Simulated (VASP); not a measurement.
Wanted: the native input for a VASP 6.6.1 run.

* Task: single point
* Functional: PBE
* Dispersion: D3(BJ)
* Potentials or basis: VASP PAW PBE potentials, release 64 (O, H, C)
* Cutoff: 520 eV
* k mesh: 1 × 1 × 1
* Occupations: fermi-dirac, width 0.02 eV
* Spin: no spin polarisation
* Dipole correction: no
* Further INCAR settings: LREAL = Auto; ALGO = Normal; EDIFF = 1e-07; NBANDS = 61

The structure of H18CO10 lies in POSCAR:

```
H18CO10
1.0
    6.7165700000      0.0000000000      0.0000000000
    0.0000000000      6.7165700000      0.0000000000
    0.0000000000      0.0000000000      6.7165700000
O H C
10 18 1
Direct
    0.4188000721      0.0241194538      0.4215395656
    0.4673218622      0.6092097603      0.8888763163
    1.0056918933      0.5919390403      0.1137336468
    0.8173814909      0.9986347198      0.8330889129
    0.1827420841      0.3964672444      0.5024141787
    0.1254807141      0.1678684209      0.0571869273
    0.3636677649      0.6739302948      0.2895972200
    0.4293560552      0.1618236689      0.8388656710
    0.8313320638      0.5334270320      0.5845245415
    0.8016740688      0.2178046235      0.4488600580
    0.3420793649      0.1415007958      0.3731071068
    0.5621172712      0.0738323281      0.4052068243
    0.5975073587      0.6621832275      0.8445977634
    0.4839374859      0.4624830829      0.8961270410
    1.1282395628      0.6600690531      0.1490939572
    0.9410755788      0.6667391243      0.0078164897
    0.9242812924      1.0547347828      0.9184896458
    0.8374810357      1.0509679792      0.6985559594
    0.2804407607      0.4969500802      0.4502595819
    0.1035498774      0.3429577895      0.3868492400
    0.1024630131      0.3150417549      0.0450378690
    0.2508274313      0.1461460239     -0.0177918193
    0.3860452582      0.8169199457      0.3400842990
    0.4465821096      0.6532947621      0.1625829851
    0.3903182726      0.1577590943      0.7002681428
    0.5565638414      0.1056044975      0.8617195979
    0.9841183819      0.5025481756      0.5607028588
    0.5729263597      0.3796878466      0.5382211456
    0.7347351401      0.3781394372      0.5098286774
```

The input as run:

INCAR

```
SYSTEM = H18CO10
  PREC = Accurate
  ENCUT = 520
  EDIFF = 1E-7
  ISMEAR = -1
  SIGMA = 0.02
  LREAL = Auto
  LASPH = .TRUE.
  NELM = 80
  ALGO = Normal
  ISIF = 2
  LWAVE = .FALSE.
  LCHARG = .FALSE.
  GGA = PE
  IVDW = 12
  NBANDS = 61
```

KPOINTS

```
regular mesh
0
G
  1 1 1
  0 0 0
```

Potentials or basis: VASP PAW PBE potentials, release 64 (O, H, C).

The run is started by

```sh
$ cat potpaw_PBE.64/O/POTCAR potpaw_PBE.64/H/POTCAR potpaw_PBE.64/C/POTCAR > POTCAR
$ mpirun -np 1 vasp_gam > vasp.out
```

It gave:

```yaml
Pressure: -0.9 GPa
Largest_force: 2.277 eV/Å
Band_gap_on_the_k_mesh: 4.82 eV
Dispersion_energy_per_atom: -0.036 eV
```

Caveat: the k points lie up to 0.94 Å⁻¹ apart.

Run time: 46 s on 1 thread of AMD EPYC 7R13 Processor (Zen 3), with other jobs on the host, peak memory 0.28 GiB.
